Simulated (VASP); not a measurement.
A run of VASP 6.6.1 is set up as follows.

POSCAR

```
BeAl3
1.0
   -1.9421910000      1.9421910000      3.8518930000
    1.9421910000     -1.9421910000      3.8518930000
    1.9421910000      1.9421910000     -3.8518930000
Al Be
3 1
Direct
    0.5000000000      0.5000000000      0.0000000000
    0.2500000000      0.7500000000      0.5000000000
    0.7500000000      0.2500000000      0.5000000000
    0.0000000000      0.0000000000      0.0000000000
```

Contents of INCAR.step1:

```
  ALGO = Normal
  EDIFF = 1E-4
  ENCUT = 520
  GGA = PE
  ISMEAR = 0
  LASPH = True
  LCHARG = False
  LREAL = False
  LWAVE = True
  NBANDS = 14
  NELM = 80
  PREC = Accurate
  SIGMA = 0.05
```

The input INCAR.step2:

```
  ALGO = Normal
  EDIFF = 1E-6
  ENCUT = 520
  ISIF = 2
  ISMEAR = 0
  ISTART = 1
  LASPH = True
  LCHARG = True
  LELF = True
  LMIXTAU = True
  LREAL = False
  LVHAR = True
  LWAVE = False
  METAGGA = R2SCAN
  NBANDS = 14
  NELM = 80
  PREC = Accurate
  SIGMA = 0.05
```

File KPOINTS:

```
k-points
0
Gamma
  8 8 8
```

Potentials or basis: VASP PAW PBE potentials, release 64 (Al, Be).

Run with:

```sh
$ cat potpaw_PBE.64/Al/POTCAR potpaw_PBE.64/Be/POTCAR > POTCAR
$ cp INCAR.step1 INCAR
$ mpirun -np 1 vasp_std > vasp.out
$ cp INCAR.step2 INCAR
$ mpirun -np 1 vasp_std > vasp.out
```

Question: Predict the band gap on the k mesh.

Answer: Zero (an odd number of electrons rules out a gap without spin polarisation).

Question: Estimate the pressure.

Answer: -1.6 GPa.

Stress tensor (GPa, compression positive):
```
-1.53  0.00  0.00
 0.00 -1.53  0.00
 0.00  0.00 -1.67
```

Caveat: the PAW data sets were made with another functional, which shifts forces and pressure a little.
